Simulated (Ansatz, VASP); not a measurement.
# One calculation of HfC, two programs

```xyz
2
Lattice="0.0000 2.2775 2.2775 2.2775 0.0000 2.2775 2.2775 2.2775 0.0000" Properties=species:S:1:pos:R:3 pbc="T T T"
Hf    2.2775    2.2775    2.2775
C     0.0000    0.0000    0.0000
```

Change from the starting cell: volume scaled by 0.94.

Alike in both runs: task single point; functional PBE; k mesh 10 × 10 × 10; occupations gaussian, width 0.1 eV; collinear spin; fixed moment 1 μB.

```csv
,VASP,Ansatz
version,VASP 6.6.1,Ansatz 0.2.0
potentials or method,"VASP PAW PBE potentials, release 64 (Hf_pv, C), cutoff 520 eV","all-electron LAPW, inner shells corrected to Dirac's equation"
```

Ansatz gave:

* pressure (GPa): 21.3
* size of the moment on the site where the two differ most (μB): 0.37

**Question.** What did VASP give for the same quantities?

**Answer.** Pressure (GPa): 20.9; size of the moment on the site where the two differ most (μB): 0.29.

Site moments also hang on the region over which each program counts them. Ansatz ran all-electron here, and VASP with PAW potentials.

Spin-orbit coupling is off throughout.
